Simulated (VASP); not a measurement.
# Sc (P6_3/mmc) in VASP: notebook

Runs on Sc. Level: r2SCAN. Tasks: single point, relaxation of cell and atoms.

Everything below comes from runs of VASP 6.6.1. Logs are shortened: lines on timing, memory, paths and dates and some standing lists are left out, and cuts for length are marked.

## Step 1: The cell of the first run

Symmetry: P6_3/mmc, No. 194, hexagonal system. Conventional cell: a = 3.328 Å, b = 3.328 Å, c = 5.200 Å, α = 90.00°, β = 90.00°, γ = 120.00°. Within 4.3 Å of Sc (site symmetry -6m2) lie 12 Sc at 3.23 to 3.33 Å.

## Step 2: Single point, r2SCAN

The input, POSCAR:

```
Sc
1.0
    3.3276770710      0.0000000000      0.0000000000
   -1.6638385355      2.8818528790      0.0000000000
    0.0000000000      0.0000000000      5.2004865198
Sc
2
Direct
    0.3333333333      0.6666666667      0.2500000000
    0.6666666667      0.3333333333      0.7500000000
```

The input, INCAR.step1:

```
SYSTEM = Sc
ALGO     = Normal         ! electronic algorithm
EDIFF    = 1E-4           ! SCF threshold, eV
ENCUT    = 520            ! plane-wave cutoff, eV
GGA      = PE             ! functional
ISMEAR   = -1             ! smearing method
LASPH    = .TRUE.         ! aspherical terms in the spheres
LCHARG   = .FALSE.        ! write CHGCAR
LREAL    = .FALSE.        ! projectors in reciprocal space
LWAVE    = .TRUE.         ! write WAVECAR
NBANDS   = 18             ! bands
NELM     = 100            ! most SCF steps
PREC     = Accurate       ! precision mode
SIGMA    = 0.05           ! smearing width, eV
```

The input, INCAR.step2:

```
SYSTEM = Sc
ALGO     = Normal         ! electronic algorithm
EDIFF    = 1E-6           ! SCF threshold, eV
ENCUT    = 520            ! plane-wave cutoff, eV
ISIF     = 2              ! what is computed and relaxed
ISMEAR   = -1             ! smearing method
ISTART   = 1            
LASPH    = .TRUE.         ! aspherical terms in the spheres
LCHARG   = .FALSE.        ! write CHGCAR
LMIXTAU  = .TRUE.       
LREAL    = .FALSE.        ! projectors in reciprocal space
LWAVE    = .FALSE.        ! write WAVECAR
METAGGA  = R2SCAN         ! meta-GGA
NBANDS   = 18             ! bands
NELM     = 100            ! most SCF steps
PREC     = Accurate       ! precision mode
SIGMA    = 0.05           ! smearing width, eV
```

The input, KPOINTS:

```
k-points
0
G
  9 9 5
  0 0 0
```

Potentials or basis: VASP PAW PBE potentials, release 64 (Sc_sv).

Run with:

```console
> cat potpaw_PBE.64/Sc_sv/POTCAR > POTCAR
> cp INCAR.step1 INCAR
> mpirun -np 1 vasp_std > vasp.out
> cp INCAR.step2 INCAR
> mpirun -np 1 vasp_std > vasp.out
```

OUTCAR:

```text
SYSTEM = Sc
   EDIFF = 1E-6
   ENCUT = 520
   ISIF = 2
   ISMEAR = -1
   ISTART = 1
   LASPH = .TRUE.
   LREAL = .FALSE.
   METAGGA = R2SCAN
   NELM = 100
   PREC = Accurate

 ion  position               nearest neighbor table
   1  0.333  0.667  0.250-   2 3.23   2 3.23   2 3.23   2 3.23   2 3.23   2 3.23
   2  0.667  0.333  0.750-   1 3.23   1 3.23   1 3.23   1 3.23   1 3.23   1 3.23

  LATTYP: Found a hexagonal cell.
 ALAT       =     3.3276770710
 C/A-ratio  =     1.5627978343

  Lattice vectors:

 A1 = (   3.3276770710,   0.0000000000,   0.0000000000)
 A2 = (  -1.6638385355,   2.8818528790,   0.0000000000)
 A3 = (   0.0000000000,   0.0000000000,   5.2004865198)

Analysis of symmetry for initial positions (statically):
=====================================================================
 Subroutine PRICEL returns:
 Original cell was already a primitive cell.

 Routine SETGRP: Setting up the symmetry group for a
 hexagonal supercell.

 Subroutine GETGRP returns: Found 24 space group operations
 (whereof 12 operations were pure point group operations)
 out of a pool of 24 trial point group operations.

The static configuration has the point symmetry D_3d.
 The point group associated with its full space group is D_6h.

Analysis of symmetry for dynamics (positions and initial velocities):
=====================================================================
 Subroutine PRICEL returns:
 Original cell was already a primitive cell.

 Routine SETGRP: Setting up the symmetry group for a
 hexagonal supercell.

 Subroutine GETGRP returns: Found 24 space group operations
 (whereof 12 operations were pure point group operations)
 out of a pool of 24 trial point group operations.

The dynamic configuration has the point symmetry D_3d.
 The point group associated with its full space group is D_6h.

 Subroutine INISYM returns: Found 24 space group operations
 (whereof 12 operations are pure point group operations),
 and found     1 'primitive' translations

----------------------------------------------------------------------------------------

                                     Primitive cell

  volume of cell :      49.8720

  direct lattice vectors                    reciprocal lattice vectors
     3.327677071  0.000000000  0.000000000     0.300509929  0.173499488  0.000000000
[... 75 lines left out ...]
   NGXF,Y,Z  is equivalent  to a cutoff of  27.98, 27.98, 25.57 a.u.
 SYSTEM =  Sc
   PREC   = accura    normal or accurate (medium, high low for compatibility)
   ISTART =      1    job   : 0-new  1-cont  2-samecut
   ICHARG =      0    charge: 1-file 2-atom 10-const
   ISPIN  =      1    spin polarized calculation?
   LNONCOLLINEAR =      F non collinear calculations
   LSORBIT =      F    spin-orbit coupling
   LASPH  =      T    aspherical Exc in radial PAW
   ENCUT  =  520.0 eV  38.22 Ry    6.18 a.u.   6.19  6.19  9.67*2*pi/ulx,y,z
   NELM   =    100;   NELMIN=  2; NELMDL=  0     # of ELM steps
   EDIFF  = 0.1E-05   stopping-criterion for ELM
   LREAL  =      F    real-space projection
   EDIFFG = 0.1E-04   stopping-criterion for IOM
   NSW    =      0    number of steps for IOM
   IBRION =     -1    ionic relax: 0-MD 1-quasi-New 2-CG
   NFREE  =      0    steps in history (QN), initial steepest desc. (CG)
   ISIF   =      2    stress and relaxation
   ISYM   =      2    0-nonsym 1-usesym 2-fastsym
   POTIM  = 0.5000    time-step for ionic-motion
   TEBEG  =    0.0;   TEEND  =   0.0 temperature during run
   PSTRESS=    0.0 pullay stress
   NELECT =      22.0000    total number of electrons
   NUPDOWN=      -1.0000    fix difference up-down
   EMIN   =  10.00;   EMAX   =-10.00  energy-range for DOS
   EFERMI =   0.00;   METHOD = LEGACY
   ISMEAR =    -1;   SIGMA  =   0.05  broadening in eV -4-tet -1-fermi 0-gaus
   EFERMI_NEDOS =   21; number of points for ismear=-14 and -15
   IALGO  =     38    algorithm
   IMIX   =      4    mixing-type and parameters
     AMIX     =   0.40;   BMIX     =  1.00
     AMIX_MAG =   1.60;   BMIX_MAG =  1.00
  volume/ion in A,a.u.               =      24.94       168.28
  Fermi-wavevector in a.u.,A,eV,Ry     =   1.246226  2.355025 21.130919  1.553079
  Thomas-Fermi vector in A             =   2.380413
   LORBIT       =      0    0 simple, 1 ext, 2 COOP (PROOUT), +10 PAW based schemes
   METAGGA = R2SCAN    functional components
   LHFCALC =     F    Hartree Fock is set to
   AEXX    =    0.0000 exact exchange contribution
   IVDW    =     0    specifies the selected vdW correction
   LEPSILON=     F    determine dielectric tensor
   LRPA    =     F    only Hartree local field effects (RPA)
 non-spin polarized calculation
  energy-cutoff  :      520.00
  volume of cell :       49.87
 maximum number of plane-waves:      1375
 NGX is ok and might be reduce to    28
   NGX = 13   NGY = 13   NGZ = 19

 number of electron      21.9999996 magnetization

 Free energy of the ion-electron system (eV)
  ---------------------------------------------------
  ext. energy  EPLUGINS =         0.00000000
  ---------------------------------------------------
  free energy    TOTEN  =       -22.72850872 eV

  energy without entropy =      -22.69550708  energy(sigma->0) =      -22.71200790

 E-fermi :   3.6494     XC(G=0): -10.5560

 val. band max:        3.6335053807   @ k =   0.4444   0.1111   0.4000
 cond. band min:       3.6597686536   @ k =   0.4444   0.1111   0.4000
 fundamental gap:      0.0262632729
 Fermi energy:         3.6494138398

 k-point     1 :       0.0000    0.0000    0.0000
  band No.  band energies     occupation
      1     -47.9018      2.00000
      2     -47.8321      2.00000
      3     -25.7590      2.00000
      4     -25.4096      2.00000
      5     -25.4096      2.00000
      6     -25.3451      2.00000
[... 481 lines left out ...]
      5     -25.6138      2.00000
      6     -25.4996      2.00000
[... 10 lines left out ...]
     17       7.5190      0.00000
     18       7.5190      0.00000

 [... further k-points ...]
[... 5 lines left out ...]
  --------------------------------------------------------------------------------------
  -------------------------------------------------------------------------------------
  Total        0.0681013      0.0681013      0.0676287      0.0000000     -0.0000000     -0.0000000
  in kB        2.1878072      2.1878072      2.1726258      0.0000000     -0.0000000     -0.0000000
  external PRESSURE =       2.1827467 kB  Pullay stress =       0.0000000 kB

 VOLUME and BASIS-vectors are now :
 -----------------------------------------------------------------------------
  energy-cutoff  :      520.00
  volume of cell :       49.87
      direct lattice vectors                 reciprocal lattice vectors
     3.327677071  0.000000000  0.000000000     0.300509929  0.173499488  0.000000000
    -1.663838536  2.881852879  0.000000000     0.000000000  0.346998977  0.000000000
     0.000000000  0.000000000  5.200486520     0.000000000  0.000000000  0.192289701

 POSITION                                       TOTAL-FORCE (eV/Angst)
 -----------------------------------------------------------------------------------
     -0.00000      1.92124      1.30012         0.000000     -0.000000      0.000000
      1.66384      0.96062      3.90036        -0.000000      0.000000      0.000000
 -----------------------------------------------------------------------------------
    total drift:                               -0.000000      0.000000     -0.000000

  FREE ENERGIE OF THE ION-ELECTRON SYSTEM (eV)
  ---------------------------------------------------
  free  energy   TOTEN  =       -22.7285087192 eV

  energy  without entropy=      -22.6955070791  energy(sigma->0) =      -22.71200790
```

OUTCAR.step1:

```text
SYSTEM = Sc
   EDIFF = 1E-4
   ENCUT = 520
   GGA = PE
   ISMEAR = -1
   LASPH = .TRUE.
   LREAL = .FALSE.
[... 727 lines left out ...]
     -0.00000      1.92124      1.30012         0.000000      0.000000      0.000000
      1.66384      0.96062      3.90036        -0.000000     -0.000000      0.000000
 -----------------------------------------------------------------------------------
    total drift:                               -0.000000      0.000000     -0.000000

  FREE ENERGIE OF THE ION-ELECTRON SYSTEM (eV)
  ---------------------------------------------------
  free  energy   TOTEN  =       -12.5139466773 eV

  energy  without entropy=      -12.4782010428  energy(sigma->0) =      -12.49607386
```

OSZICAR.step1:

```text
N       E                     dE             d eps       ncg     rms          rms(c)
DAV:   1     0.351806162743E+03    0.35181E+03   -0.11000E+04  1296   0.129E+03
DAV:   2     0.560311620274E+01   -0.34620E+03   -0.33939E+03  1600   0.549E+02
DAV:   3    -0.135389694178E+02   -0.19142E+02   -0.18429E+02  2106   0.153E+02
DAV:   4    -0.139228009002E+02   -0.38383E+00   -0.37348E+00  1930   0.188E+01
DAV:   5    -0.139299408042E+02   -0.71399E-02   -0.71361E-02  2196   0.269E+00    0.753E+00
DAV:   6    -0.126822779850E+02    0.12477E+01   -0.28627E+00  1710   0.186E+01    0.225E+00
DAV:   7    -0.125253569392E+02    0.15692E+00   -0.72790E-01  1762   0.845E+00    0.886E-01
DAV:   8    -0.125157205689E+02    0.96364E-02   -0.34824E-02  1714   0.233E+00    0.264E-01
DAV:   9    -0.125139327490E+02    0.17878E-02   -0.10134E-02  1754   0.104E+00    0.233E-02
DAV:  10    -0.125139466773E+02   -0.13928E-04   -0.11452E-04  1160   0.171E-01
   1 F= -.12513947E+02 E0= -.12496074E+02  d E =-.357456E-01
```

Wall time 2.9 min (1 thread of Oxide Virtual Turin-like, shared host); peak memory 0.16 GiB.

Results:

* Free energy: -22.7285 eV
* Pressure: 0.2 GPa
* Band gap on the k mesh: zero (band 11 reaches 4.47 eV, above the bottom of band 12 at 3.19 eV)

Caveat: the PAW data sets were made with another functional, which shifts forces and pressure a little.

## Step 3: Relaxation of cell and atoms, r2SCAN

This run uses another cell than the first one, of 25.00 Å³/atom, 1.003 times its volume.

The input, POSCAR:

```
Sc
1.0
    3.3090000000      0.0000000000      0.0000000000
   -1.6545000000      2.8656780000      0.0000000000
    0.0000000000      0.0000000000      5.2733000000
Sc
2
Direct
    0.3333333333      0.6666666667      0.2500000000
    0.6666666667      0.3333333333      0.7500000000
```

The input, INCAR.step1:

```
ALGO = Normal
EDIFF = 1E-4
ENCUT = 600
GGA = PE
ISMEAR = -1
LASPH = T
LCHARG = F
LREAL = F
LWAVE = T
NELM = 60
PREC = Accurate
SIGMA = 0.05
```

The input, INCAR.step2:

```
ALGO = Normal
EDIFF = 1E-6
EDIFFG = -0.02
ENCUT = 600
IBRION = 2
ISIF = 3
ISMEAR = -1
ISTART = 1
LASPH = T
LCHARG = F
LMIXTAU = T
LREAL = F
LWAVE = F
METAGGA = R2SCAN
NELM = 60
NSW = 80
PREC = Accurate
SIGMA = 0.05
```

The input, KPOINTS:

```
k-points
0
Gamma
  9 9 5
```

Potentials or basis: VASP PAW PBE potentials, release 64 (Sc_sv).

Run with:

```console
> cat potpaw_PBE.64/Sc_sv/POTCAR > POTCAR
> cp INCAR.step1 INCAR
> mpirun -np 1 vasp_std > vasp.out
> cp INCAR.step2 INCAR
> mpirun -np 1 vasp_std > vasp.out
```

OUTCAR:

```text
EDIFF = 1E-6
   EDIFFG = -0.02
   ENCUT = 600
   IBRION = 2
   ISIF = 3
   ISMEAR = -1
   ISTART = 1
   LASPH = T
   LREAL = F
   METAGGA = R2SCAN
   NELM = 60
   NSW = 80
   PREC = Accurate

 ion  position               nearest neighbor table
   1  0.333  0.667  0.250-   2 3.26   2 3.26   2 3.26   2 3.26   2 3.26   2 3.26
   2  0.667  0.333  0.750-   1 3.26   1 3.26   1 3.26   1 3.26   1 3.26   1 3.26

  LATTYP: Found a hexagonal cell.
 ALAT       =     3.3090000000
 C/A-ratio  =     1.5936234512

  Lattice vectors:

 A1 = (   3.3090000000,   0.0000000000,   0.0000000000)
 A2 = (  -1.6545000000,   2.8656780000,   0.0000000000)
 A3 = (   0.0000000000,   0.0000000000,   5.2733000000)

Analysis of symmetry for initial positions (statically):
=====================================================================
 Subroutine PRICEL returns:
 Original cell was already a primitive cell.

 Routine SETGRP: Setting up the symmetry group for a
 hexagonal supercell.

 Subroutine GETGRP returns: Found 24 space group operations
 (whereof 12 operations were pure point group operations)
 out of a pool of 24 trial point group operations.

The static configuration has the point symmetry D_3d.
 The point group associated with its full space group is D_6h.

Analysis of symmetry for dynamics (positions and initial velocities):
[... 303 lines left out ...]
--------------------------------------- Ionic step        5  -------------------------------------------

 number of electron      21.9999999 magnetization

 Free energy of the ion-electron system (eV)
  ---------------------------------------------------
  ext. energy  EPLUGINS =         0.00000000
  ---------------------------------------------------
  free energy    TOTEN  =       -22.72916247 eV

  energy without entropy =      -22.69609951  energy(sigma->0) =      -22.71263099

 E-fermi :   3.6290     XC(G=0): -10.5404

 val. band max:        3.6109450306   @ k =   0.4444   0.1111   0.4000
 cond. band min:       3.6391296141   @ k =   0.4444   0.1111   0.4000
 fundamental gap:      0.0281845834
 Fermi energy:         3.6290370891

 k-point     1 :       0.0000    0.0000    0.0000
  band No.  band energies     occupation
      1     -47.9317      2.00000
      2     -47.8629      2.00000
      3     -25.7864      2.00000
      4     -25.4411      2.00000
      5     -25.4411      2.00000
      6     -25.3772      2.00000
      7     -25.3772      2.00000
      8     -25.3581      2.00000
      9      -1.8419      2.00000
     10       1.9499      2.00000
     11       4.0398      0.00054
     12       5.4185      0.00000
     13       5.4185      0.00000
     14       5.6740      0.00000
[... 401 lines left out ...]
      2     -47.8612      2.00000
      3     -25.6437      2.00000
      4     -25.6427      2.00000
      5     -25.6427      2.00000
      6     -25.5298      2.00000
      7     -25.4788      2.00000
      8     -25.4788      2.00000
      9       2.9881      1.99999
     10       3.0150      1.99999
     11       3.0150      1.99999
     12       3.2261      1.99937
     13       4.5412      0.00000
     14       4.5412      0.00000
     15       5.9255      0.00000

 [... further k-points ...]
[... 5 lines left out ...]
  --------------------------------------------------------------------------------------
  -------------------------------------------------------------------------------------
  Total        0.0126546      0.0126546      0.0207817     -0.0000000      0.0000000     -0.0000000
  in kB        0.4051387      0.4051387      0.6653302     -0.0000000      0.0000000     -0.0000000
  external PRESSURE =       0.4918692 kB  Pullay stress =       0.0000000 kB
[... 17 lines left out ...]
  FREE ENERGIE OF THE ION-ELECTRON SYSTEM (eV)
  ---------------------------------------------------
  free  energy   TOTEN  =       -22.7291624710 eV

  energy  without entropy=      -22.6960995135  energy(sigma->0) =      -22.71263099

 reached required accuracy - stopping structural energy minimisation
```

OUTCAR.step1:

```text
EDIFF = 1E-4
   ENCUT = 600
   GGA = PE
   ISMEAR = -1
   LASPH = T
   LREAL = F
[... 654 lines left out ...]
 -----------------------------------------------------------------------------------
     -0.00000      1.91045      1.31832        -0.000000      0.000000      0.000000
      1.65450      0.95523      3.95498         0.000000     -0.000000      0.000000
 -----------------------------------------------------------------------------------
    total drift:                               -0.000000      0.000000     -0.000000

  FREE ENERGIE OF THE ION-ELECTRON SYSTEM (eV)
  ---------------------------------------------------
  free  energy   TOTEN  =       -12.5105342262 eV

  energy  without entropy=      -12.4744741047  energy(sigma->0) =      -12.49250417
```

OSZICAR.step1:

```text
N       E                     dE             d eps       ncg     rms          rms(c)
DAV:   1     0.416129305103E+03    0.41613E+03   -0.11756E+04  1080   0.173E+03
DAV:   2     0.143392613830E+02   -0.40179E+03   -0.39597E+03  1501   0.656E+02
DAV:   3    -0.133847544008E+02   -0.27724E+02   -0.27141E+02  1813   0.199E+02
DAV:   4    -0.139210128401E+02   -0.53626E+00   -0.53182E+00  1635   0.263E+01
DAV:   5    -0.139351379274E+02   -0.14125E-01   -0.14058E-01  1809   0.386E+00    0.751E+00
DAV:   6    -0.126801904905E+02    0.12549E+01   -0.29518E+00  1353   0.224E+01    0.224E+00
DAV:   7    -0.125221104570E+02    0.15808E+00   -0.72977E-01  1409   0.101E+01    0.885E-01
DAV:   8    -0.125123836758E+02    0.97268E-02   -0.33869E-02  1493   0.275E+00    0.266E-01
DAV:   9    -0.125105197402E+02    0.18639E-02   -0.10703E-02  1424   0.125E+00    0.221E-02
DAV:  10    -0.125105342262E+02   -0.14486E-04   -0.11482E-04  1121   0.199E-01
   1 F= -.12510534E+02 E0= -.12492504E+02  d E =-.360601E-01
```

Run time: 14 min. Hardware: 1 thread of Oxide Virtual Turin-like, shared host; peak memory 0.18 GiB.

What came out:

```
Free energy                            : -22.7292 eV
Relaxed volume                         : 25.02 Å³/atom
Relaxed cell                           : a = 3.332 Å, b = 3.332 Å, c = 5.206 Å, α = 90.00°, β = 90.00°, γ = 120.00°
Space group after relaxing (to 0.05 Å) : P6_3/mmc (No. 194)
Energy gained by relaxing              : 1.6 meV/atom
Ionic steps                            : 5
Pressure after relaxing                : 0.0 GPa
Band gap on the k mesh                 : zero (band 11 reaches 4.45 eV, above the bottom of band 12 at 3.17 eV)
```

The path:
```csv
step,energy change (eV),largest force (eV/Å),pressure (GPa),volume (Å³)
1,0.0000,0.0000,0.14,50.00
2,-0.0028,0.0000,-0.06,50.16
3,-0.0031,0.0000,-0.15,50.23
4,-0.0031,0.0000,-0.16,50.24
5,-0.0032,0.0000,0.05,50.04
```

Final structure:
```
Sc
1.0
     3.33169    0.00000    0.00000
    -1.66585    2.88533    0.00000
     0.00000    0.00000    5.20588
Sc
2
Direct
  0.33333 0.66667 0.25000
  0.66667 0.33333 0.75000
```

Caveat: the PAW data sets were made with another functional, which shifts forces and pressure a little.
